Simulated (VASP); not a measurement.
## Yb: single point with PBE

The system is Yb.

```
Yb
1.0
     0.00000    2.96441    1.86521
     2.96441    0.00000    1.86521
     2.96441    2.96441    0.00000
Yb
1
Direct
  0.00000 0.00000 0.00000
```

This cell differs from its parent crystal: volume 32.782 Å^3 an atom, c/a of the conventional cell 0.6292.

```yaml
Program: VASP 6.6.1
Task: single point
Functional: PBE
Potentials_or_basis: VASP PAW PBE potentials, release 64 (Yb)
Cutoff: 520 eV
k_mesh: 16 × 16 × 16
Occupations: gaussian, width 0.15 eV
Spin: no spin polarisation
```

- Pressure: 1.1 GPa
- Band gap on the k mesh: zero (band 12 reaches 2.19 eV, above the bottom of band 13 at 1.55 eV)

Stress tensor (GPa, compression positive):
```
0.33 0.00 0.00
0.00 0.33 0.00
0.00 0.00 2.63
```

Levels at points of the mesh, in eV from the Fermi level:
| k point | band 9 | band 10 | band 11 | band 12 | band 13 | band 14 | band 15 | band 16 |
| --- | --- | --- | --- | --- | --- | --- | --- | --- |
| (0.00, 0.00, 0.00) | -0.31 | -0.31 | -0.28 | -0.27 | 2.37 | 3.50 | 3.50 | 4.25 |
| (0.50, 0.00, 0.00) | -0.36 | -0.33 | -0.31 | -0.30 | 0.95 | 1.25 | 4.91 | 6.68 |
| (0.50, 0.50, 0.00) | -0.40 | -0.40 | -0.30 | -0.30 | -0.29 | 5.07 | 5.07 | 7.22 |
| (0.50, 0.00, 0.50) | -0.34 | -0.33 | -0.30 | -0.28 | 0.56 | 2.11 | 4.01 | 5.44 |

It took 6.6 min on 1 thread of Intel(R) Xeon(R) 6975P-C (Granite Rapids), on a shared host, peak memory 0.35 GiB.

Caveat: spin-orbit coupling is left out, which moves the levels of the heavy elements. Spin polarisation is off, so any magnetic state and its effect on volume and gap are missing.
